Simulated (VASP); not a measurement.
A run of VASP 6.6.1 is set up as follows.

File INCAR:

```
  PREC = Accurate
  ENCUT = 520
  EDIFF = 1E-7
  ISMEAR = 0
  SIGMA = 0.01
  LREAL = F
  LASPH = T
  NELM = 60
  ALGO = Normal
  ISIF = 2
  LWAVE = F
  LCHARG = F
  GGA = PS
  NBANDS = 30
```

File KPOINTS:

```
regular mesh
0
Gamma
  6 6 6
```

Contents of POSCAR:

```
CsSnI3
1.0
    6.0288592544      0.0000000000      0.0000000000
    0.0000000000      6.0288592544      0.0000000000
    0.0000000000      0.0000000000      6.0288592544
Cs Sn I
1 1 3
Direct
    0.0000000000      0.0000000000      0.0000000000
    0.5000000000      0.5000000000      0.5000000000
    0.0000000000      0.5000000000      0.5000000000
    0.5000000000      0.0000000000      0.5000000000
    0.5000000000      0.5000000000      0.0000000000
```

Potentials or basis: VASP PAW PBE potentials, release 64 (Cs_sv, Sn_d, I).

Run with:

```bash
$ cat potpaw_PBE.64/Cs_sv/POTCAR potpaw_PBE.64/Sn_d/POTCAR potpaw_PBE.64/I/POTCAR > POTCAR
$ mpirun -np 1 vasp_std > vasp.out
```

Predict the pressure.

1.1 GPa.

Predict the band gap on the k mesh.

zero (filled and empty bands touch).

Caveat: the PAW data sets were made with another functional, which shifts forces and pressure a little; spin-orbit coupling is left out, which moves the levels of the heavy elements.
